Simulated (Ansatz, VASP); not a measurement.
## Rh in VASP and in Ansatz

Contents of INCAR:

```
SYSTEM = Rh
PREC = Accurate
ENCUT = 520
EDIFF = 1E-7
ISMEAR = 1
SIGMA = 0.1
LREAL = .False.
LASPH = .True.
NELM = 80
ALGO = Normal
ISIF = 2
LWAVE = .False.
LCHARG = .True.
GGA = PE
LELF = .True.
LVHAR = .True.
NBANDS = 14
```

The input KPOINTS:

```
regular mesh
0
Gamma
  36 36 36
  0 0 0
```

Contents of POSCAR:

```
Rh
1.0
    0.0000000000      1.9146822370      1.9146822370
    1.9146822370      0.0000000000      1.9146822370
    1.9146822370      1.9146822370      0.0000000000
Rh
1
Direct
    0.0000000000      0.0000000000      0.0000000000
```

Input for Ansatz:

```yaml
crystal:
  lattice:
    - [0.0, 1.914682237, 1.914682237]
    - [1.914682237, 0.0, 1.914682237]
    - [1.914682237, 1.914682237, 0.0]
  atoms:
    - { symbol: Rh, position: [0.0, 0.0, 0.0] }
kpoints:
  mp_grid: { grid: [36, 36, 36] }
scf:
  occupations: { method: cold, width: 0.1 }
hamiltonian:
  xc: pbe
  pseudopotentials: { kind: paw }
output:
  forces: true
  stress: true
  populations: false
```

Alike in both runs: task single point; functional PBE; k mesh 36 × 36 × 36; no spin polarisation.

|  | VASP | Ansatz |
| --- | --- | --- |
| version | VASP 6.6.1 | Ansatz 0.2.0 |
| potentials or method | VASP PAW PBE potentials, release 64 (Rh_pv) | plane-wave PAW, scalar-relativistic |
| plane-wave cutoff (eV) | 520 | 420 |
| occupations | methfessel-paxton of order 1, width 0.1 eV | cold, width 0.1 eV |
| valence electrons in the cell | 15 | 17 |

```csv
,VASP,Ansatz,Ansatz less VASP
pressure (GPa),0.1,0.1,-0.03
```

VASP's potentials hold 15 valence electrons a cell and Ansatz's 17, so a difference there can come from the potentials and not from the codes.
